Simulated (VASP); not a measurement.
**CaMg2As6: relaxation of cell and atoms with PBE**

Crystal: CaMg2As6.

```
CELL_PARAMETERS angstrom
0.00000 4.49800 4.49800
4.49800 0.00000 4.49800
4.49800 4.49800 0.00000
ATOMIC_POSITIONS crystal
Ca 0.00000 0.00000 0.00000
Mg 0.75000 0.75000 0.75000
Mg 0.25000 0.25000 0.25000
As 0.75764 0.24236 0.75764
As 0.24236 0.24236 0.75764
As 0.75764 0.75764 0.24236
As 0.24236 0.75764 0.24236
As 0.24236 0.75764 0.75764
As 0.75764 0.24236 0.24236
```

The cell was generated, and may not be a known phase.

```yaml
Program: VASP 6.6.1
Task: relaxation of cell and atoms
Functional: PBE
Potentials_or_basis: VASP PAW PBE potentials, release 64 (Ca_sv, Mg, As)
Cutoff: 600 eV
k_mesh: 4 × 4 × 4
Occupations: gaussian, width 0.1 eV
Spin: no spin polarisation
Dipole_correction: no
Further_INCAR_settings: ALGO = Normal; EDIFF = 1e-06; IBRION = 2; EDIFFG = -0.04; NSW = 90; ISIF = 3
```

```yaml
Relaxed_volume: 23.72 Å³/atom
Relaxed_cell: a = 6.708 Å, b = 6.708 Å, c = 6.708 Å, α = 60.00°, β = 60.00°, γ = 60.00°
Space_group_after_relaxing_to_0.1_Å: Fm-3m (No. 225)
Energy_gained_by_relaxing: 1176.3 meV/atom
Ionic_steps: 11
Pressure_after_relaxing: 0.0 GPa
Band_gap_on_the_k_mesh: zero (bands 22 and 23 overlap by 0.72 eV)
```

Forces on the atoms (eV/Å):
```
Ca   0.000  0.000  0.000
Mg   0.000  0.000  0.000
Mg   0.000  0.000  0.000
As   0.000 -0.003  0.000
As   0.000  0.000  0.003
As   0.000  0.000 -0.003
As   0.000  0.003  0.000
As  -0.003  0.000  0.000
As   0.003  0.000  0.000
```

Step by step:
```csv
step,energy change (eV),largest force (eV/Å),pressure (GPa),volume (Å³)
1,0.0000,6.7742,18.97,182.01
2,-7.9358,1.7492,-6.72,252.64
3,-7.9279,1.7919,-6.47,250.10
4,-10.1013,1.3256,-3.17,221.52
5,-10.5274,0.1096,2.26,204.27
6,-10.5494,0.3178,0.73,207.96
7,-10.5513,0.2262,1.06,207.11
8,-10.5811,0.0411,0.68,210.55
9,-10.5823,0.1073,0.60,211.41
10,-10.5851,0.0711,-0.36,214.76
11,-10.5869,0.0029,0.01,213.44
```

Final structure:
```
Ca Mg As
1.0
     0.00000    4.74332    4.74332
     4.74332    0.00000    4.74332
     4.74332    4.74332    0.00000
Ca Mg As
1 2 6
Direct
  0.00000 0.00000 0.00000
  0.75000 0.75000 0.75000
  0.25000 0.25000 0.25000
  0.70040 0.29960 0.70040
  0.29960 0.29960 0.70040
  0.70040 0.70040 0.29960
  0.29960 0.70040 0.29960
  0.29960 0.70040 0.70040
  0.70040 0.29960 0.29960
```

Levels at points of the mesh, in eV from the Fermi level:
| k point | band 20 | band 21 | band 22 | band 23 | band 24 | band 25 |
| --- | --- | --- | --- | --- | --- | --- |
| (0.00, 0.00, 0.00) | 0.00 | 0.00 | 0.05 | 1.07 | 1.07 | 1.42 |
| (0.50, 0.00, 0.00) | -1.92 | 0.32 | 0.46 | 0.46 | 1.06 | 1.14 |
| (0.50, 0.50, 0.00) | -1.47 | -1.15 | -0.29 | -0.23 | -0.23 | 0.97 |

Run time: 8.4 min on 1 thread of Intel(R) Xeon(R) Platinum 8488C (Sapphire Rapids) (shared host), peak memory 0.45 GiB.

Caveat: the volume moved by over 15 % at a fixed basis, so the end points are rough.
